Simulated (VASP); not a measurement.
# ZnO (P6_3mc) in VASP: further runs

Runs on ZnO. Level: PBE. Tasks: single point, relaxation of shape and atoms at fixed volume.

Program: VASP 6.6.1. These are calculated values, not measurements. Logs are shortened: lines on timing, memory, paths and dates and some standing lists are left out, and cuts for length are marked.

### Step 1. The cell of the first run

It takes space group P6_3mc (No. 186, hexagonal). The conventional cell has a = 3.344 Å, b = 3.344 Å, c = 5.397 Å, α = 90.00°, β = 90.00°, γ = 120.00°. Zn (site symmetry 3m) has 4 O at 2.04 to 2.05 Å within 2.7 Å. Within 2.7 Å of O (site symmetry 3m) lie 4 Zn at 2.04 to 2.05 Å.

### Step 2. Single point, PBE (13.07 Å³/atom)

The input, INCAR:

```
SYSTEM = ZnO
ALGO = Normal
EDIFF = 1E-6
ENCUT = 520
GGA = PE
ISIF = 2
ISMEAR = 0
LASPH = .True.
LCHARG = .False.
LREAL = .False.
LWAVE = .False.
NBANDS = 26
NELM = 60
PREC = Accurate
SIGMA = 0.02
```

The input, KPOINTS:

```
k-points
0
Gamma
  9 9 6
  0 0 0
```

The input, POSCAR:

```
ZnO
1.0
    3.3439684217      0.0000000000      0.0000000000
   -1.6719842108      2.8959616026      0.0000000000
    0.0000000000      0.0000000000      5.3969672137
Zn O
2 2
Direct
    0.3333333333      0.6666666667      0.8104565264
    0.6666666667      0.3333333333      0.3104565264
    0.6666666667      0.3333333333      0.6895524379
    0.3333333333      0.6666666667      0.1895524379
```

Potentials or basis: VASP PAW PBE potentials, release 64 (Zn, O).

Command:

```
$ cat potpaw_PBE.64/Zn/POTCAR potpaw_PBE.64/O/POTCAR > POTCAR
$ mpirun -np 1 vasp_std > vasp.out
```

OUTCAR:

```text
SYSTEM = ZnO
   EDIFF = 1E-6
   ENCUT = 520
   GGA = PE
   ISIF = 2
   ISMEAR = 0
   LASPH = .True.
   LREAL = .False.
   NELM = 60
   PREC = Accurate

 ion  position               nearest neighbor table
   1  0.333  0.667  0.810-   3 2.04   3 2.04   3 2.04   4 2.05
   2  0.667  0.333  0.310-   4 2.04   4 2.04   4 2.04   3 2.05
   3  0.667  0.333  0.690-   1 2.04   1 2.04   1 2.04   2 2.05
   4  0.333  0.667  0.190-   2 2.04   2 2.04   2 2.04   1 2.05

  LATTYP: Found a hexagonal cell.
 ALAT       =     3.3439684217
 C/A-ratio  =     1.6139408431

  Lattice vectors:

 A1 = (   3.3439684217,   0.0000000000,   0.0000000000)
 A2 = (  -1.6719842108,   2.8959616026,   0.0000000000)
 A3 = (   0.0000000000,   0.0000000000,   5.3969672137)

Analysis of symmetry for initial positions (statically):
=====================================================================
 Subroutine PRICEL returns:
 Original cell was already a primitive cell.

 Routine SETGRP: Setting up the symmetry group for a
 hexagonal supercell.

 Subroutine GETGRP returns: Found 12 space group operations
 (whereof  6 operations were pure point group operations)
 out of a pool of 24 trial point group operations.

The static configuration has the point symmetry C_3v.
 The point group associated with its full space group is C_6v.

Analysis of symmetry for dynamics (positions and initial velocities):
=====================================================================
 Subroutine PRICEL returns:
 Original cell was already a primitive cell.

 Routine SETGRP: Setting up the symmetry group for a
 hexagonal supercell.

 Subroutine GETGRP returns: Found 12 space group operations
 (whereof  6 operations were pure point group operations)
 out of a pool of 24 trial point group operations.

The dynamic configuration has the point symmetry C_3v.
 The point group associated with its full space group is C_6v.

 Subroutine INISYM returns: Found 12 space group operations
 (whereof  6 operations are pure point group operations),
 and found     1 'primitive' translations

----------------------------------------------------------------------------------------

                                     Primitive cell

  volume of cell :      52.2643

  direct lattice vectors                    reciprocal lattice vectors
     3.343968422  0.000000000  0.000000000     0.299045886  0.172654223  0.000000000
    -1.671984211  2.895961603  0.000000000     0.000000000  0.345308446  0.000000000
     0.000000000  0.000000000  5.396967214     0.000000000  0.000000000  0.185289249

  length of vectors
     3.343968422  3.343968422  5.396967214     0.345308446  0.345308446  0.185289249

  position of ions in fractional coordinates (direct lattice)
     0.333333333  0.666666667  0.810456526
     0.666666667  0.333333333  0.310456526
     0.666666667  0.333333333  0.689552438
     0.333333333  0.666666667  0.189552438

  ion indices of the primitive-cell ions
   primitive index   ion index
                 1           1
                 2           2
                 3           3
                 4           4

----------------------------------------------------------------------------------------

 KPOINTS: k-points

Automatic generation of k-mesh.
 Grid dimensions read from file:
 generate k-points for:    9    9    6

 Generating k-lattice:

  Cartesian coordinates                     Fractional coordinates (reciprocal lattice)
     0.033227321  0.019183803  0.000000000     0.111111111  0.000000000  0.000000000
     0.000000000  0.038367605  0.000000000     0.000000000  0.111111111  0.000000000
     0.000000000  0.000000000  0.030881541     0.000000000  0.000000000  0.166666667

  Length of vectors
     0.038367605  0.038367605  0.030881541

  Shift w.r.t. Gamma in fractional coordinates (k-lattice)
     0.000000000  0.000000000  0.000000000

 Subroutine IBZKPT returns following result:
 ===========================================

 Found     48 irreducible k-points:

 Following reciprocal coordinates:
            Coordinates               Weight
  0.000000  0.000000  0.000000      1.000000
  0.111111 -0.000000  0.000000      6.000000
  0.222222  0.000000  0.000000      6.000000
  0.333333  0.000000  0.000000      6.000000
  0.444444  0.000000  0.000000      6.000000
  0.111111  0.111111  0.000000      6.000000
[... 16 lines left out ...]
  0.333333  0.222222  0.166667     24.000000
  0.333333  0.333333  0.166667      4.000000
 [... further k-points ...]
   k-points           NKPTS =     48   k-points in BZ     NKDIM =     48   number of bands    NBANDS=     26
   number of dos      NEDOS =    301   number of ions     NIONS =      4
   total plane-waves  NPLWV =  31360
   dimension x,y,z NGX =    28 NGY =   28 NGZ =   40
   dimension x,y,z NGXF=    56 NGYF=   56 NGZF=   80
   ions per type =               2   2
   NGX,Y,Z   is equivalent  to a cutoff of  13.92, 13.92, 12.32 a.u.
   NGXF,Y,Z  is equivalent  to a cutoff of  27.84, 27.84, 24.64 a.u.
 SYSTEM =  ZnO
   PREC   = accura    normal or accurate (medium, high low for compatibility)
   ISTART =      0    job   : 0-new  1-cont  2-samecut
   ICHARG =      2    charge: 1-file 2-atom 10-const
   ISPIN  =      1    spin polarized calculation?
   LNONCOLLINEAR =      F non collinear calculations
   LSORBIT =      F    spin-orbit coupling
   LASPH  =      T    aspherical Exc in radial PAW
   ENCUT  =  520.0 eV  38.22 Ry    6.18 a.u.   6.22  6.22 10.03*2*pi/ulx,y,z
   NELM   =     60;   NELMIN=  2; NELMDL= -5     # of ELM steps
   EDIFF  = 0.1E-05   stopping-criterion for ELM
   LREAL  =      F    real-space projection
   EDIFFG = 0.1E-04   stopping-criterion for IOM
   NSW    =      0    number of steps for IOM
   IBRION =     -1    ionic relax: 0-MD 1-quasi-New 2-CG
   NFREE  =      0    steps in history (QN), initial steepest desc. (CG)
   ISIF   =      2    stress and relaxation
   ISYM   =      2    0-nonsym 1-usesym 2-fastsym
   POTIM  = 0.5000    time-step for ionic-motion
   TEBEG  =    0.0;   TEEND  =   0.0 temperature during run
   PSTRESS=    0.0 pullay stress
   NELECT =      36.0000    total number of electrons
   NUPDOWN=      -1.0000    fix difference up-down
   EMIN   =  10.00;   EMAX   =-10.00  energy-range for DOS
   EFERMI =   0.00;   METHOD = LEGACY
   ISMEAR =     0;   SIGMA  =   0.02  broadening in eV -4-tet -1-fermi 0-gaus
   EFERMI_NEDOS =   21; number of points for ismear=-14 and -15
   IALGO  =     38    algorithm
   IMIX   =      4    mixing-type and parameters
     AMIX     =   0.40;   BMIX     =  1.00
     AMIX_MAG =   1.60;   BMIX_MAG =  1.00
  volume/ion in A,a.u.               =      13.07        88.17
  Fermi-wavevector in a.u.,A,eV,Ry     =   1.445797  2.732161 28.440665  2.090330
  Thomas-Fermi vector in A             =   2.563938
   LORBIT       =      0    0 simple, 1 ext, 2 COOP (PROOUT), +10 PAW based schemes
   GGA     = PE    functional components
   LHFCALC =     F    Hartree Fock is set to
   AEXX    =    0.0000 exact exchange contribution
   IVDW    =     0    specifies the selected vdW correction
   LEPSILON=     F    determine dielectric tensor
   LRPA    =     F    only Hartree local field effects (RPA)
 non-spin polarized calculation
 Gauss-broadening in eV      SIGMA  =   0.02
  energy-cutoff  :      520.00
  volume of cell :       52.26
 maximum number of plane-waves:      1424
 NGX is ok and might be reduce to    28
   NGX = 13   NGY = 13   NGZ = 21

 number of electron      35.9999998 magnetization

 Free energy of the ion-electron system (eV)
  ---------------------------------------------------
  ext. energy  EPLUGINS =         0.00000000
  ---------------------------------------------------
  free energy    TOTEN  =       -17.81361641 eV

  energy without entropy =      -17.81361641  energy(sigma->0) =      -17.81361641

 E-fermi :   0.5526     XC(G=0): -10.4222

 val. band max:        0.4081415339   @ k =   0.0000   0.0000   0.0000
 cond. band min:       1.0479885469   @ k =   0.0000   0.0000   0.0000
 fundamental gap:      0.6398470130
 Fermi energy:         0.5526281515

 k-point     1 :       0.0000    0.0000    0.0000
  band No.  band energies     occupation
      1     -16.9826      2.00000
      2     -16.3958      2.00000
      3      -4.8954      2.00000
      4      -4.8954      2.00000
      5      -4.8628      2.00000
      6      -4.7317      2.00000
[... 18 lines left out ...]
     25      13.9410      0.00000
     26      13.9410      0.00000

 k-point     2 :       0.1111   -0.0000    0.0000
  band No.  band energies     occupation
      1     -16.9269      2.00000
      2     -16.3713      2.00000
      3      -4.9470      2.00000
      4      -4.8622      2.00000
      5      -4.8275      2.00000
      6      -4.7312      2.00000
[... 18 lines left out ...]
     25      13.9234      0.00000
     26      14.0540      0.00000

 k-point     3 :       0.2222    0.0000    0.0000
  band No.  band energies     occupation
      1     -16.7791      2.00000
      2     -16.3123      2.00000
      3      -5.0420      2.00000
      4      -4.7956      2.00000
      5      -4.7852      2.00000
      6      -4.6721      2.00000
[... 18 lines left out ...]
     25      13.4491      0.00000
     26      14.0291      0.00000

 k-point     4 :       0.3333    0.0000    0.0000
  band No.  band energies     occupation
      1     -16.5925      2.00000
      2     -16.2573      2.00000
      3      -5.0809      2.00000
      4      -4.7976      2.00000
      5      -4.7162      2.00000
      6      -4.5120      2.00000
[... 18 lines left out ...]
     25      13.2845      0.00000
     26      13.8476      0.00000
[... 496 lines left out ...]
      1     -16.4836      2.00000
      2     -16.2576      2.00000
      3      -4.9137      2.00000
      4      -4.8908      2.00000
      5      -4.6248      2.00000
      6      -4.5574      2.00000
[... 18 lines left out ...]
     25      11.8894      0.00000
     26      14.9723      0.00000

 k-point    23 :       0.3333    0.2222    0.1667
  band No.  band energies     occupation
      1     -16.3642      2.00000
      2     -16.2527      2.00000
      3      -4.9115      2.00000
      4      -4.7212      2.00000
      5      -4.5849      2.00000
      6      -4.4291      2.00000
[... 18 lines left out ...]
     25      12.6130      0.00000
     26      13.9210      0.00000

 k-point    24 :       0.3333    0.3333    0.1667
  band No.  band energies     occupation
      1     -16.2872      2.00000
      2     -16.2872      2.00000
      3      -4.8805      2.00000
      4      -4.6204      2.00000
      5      -4.6204      2.00000
      6      -4.2947      2.00000
[... 18 lines left out ...]
     25      13.4628      0.00000
     26      13.9285      0.00000

 [... further k-points ...]

------------------------ aborting loop because EDIFF is reached ----------------------------------------

  FORCE on cell =-STRESS in cart. coord.  units (eV):
  Direction    XX          YY          ZZ          XY          YZ          ZX
  --------------------------------------------------------------------------------------
  -------------------------------------------------------------------------------------
  Total       -1.9314274     -1.9314274     -1.9094452     -0.0000000      0.0000000      0.0000000
  in kB      -59.2085235    -59.2085235    -58.5346502     -0.0000000      0.0000000      0.0000000
  external PRESSURE =     -58.9838990 kB  Pullay stress =       0.0000000 kB

 VOLUME and BASIS-vectors are now :
 -----------------------------------------------------------------------------
  energy-cutoff  :      520.00
  volume of cell :       52.26
      direct lattice vectors                 reciprocal lattice vectors
     3.343968422  0.000000000  0.000000000     0.299045886  0.172654223  0.000000000
    -1.671984211  2.895961603  0.000000000     0.000000000  0.345308446  0.000000000
     0.000000000  0.000000000  5.396967214     0.000000000  0.000000000  0.185289249

 POSITION                                       TOTAL-FORCE (eV/Angst)
 -----------------------------------------------------------------------------------
     -0.00000      1.93064      4.37401         0.000000      0.000000     -0.000840
      1.67198      0.96532      1.67552        -0.000000      0.000000     -0.000840
      1.67198      0.96532      3.72149        -0.000000      0.000000      0.000840
     -0.00000      1.93064      1.02301         0.000000      0.000000      0.000840
 -----------------------------------------------------------------------------------
    total drift:                                0.000000      0.000000      0.002041

  FREE ENERGIE OF THE ION-ELECTRON SYSTEM (eV)
  ---------------------------------------------------
  free  energy   TOTEN  =       -17.8136164131 eV

  energy  without entropy=      -17.8136164131  energy(sigma->0) =      -17.81361641
```

It took 68 s on 1 thread of Intel Xeon 6975P-C (Granite Rapids), shared host; peak memory 0.2 GiB.

What came out:

```
Free energy            : -17.8136 eV
Pressure               : -5.9 GPa
Band gap on the k mesh : 0.64 eV
```

Caveat: the cell stands under tension.

[end of part 1 of 2]
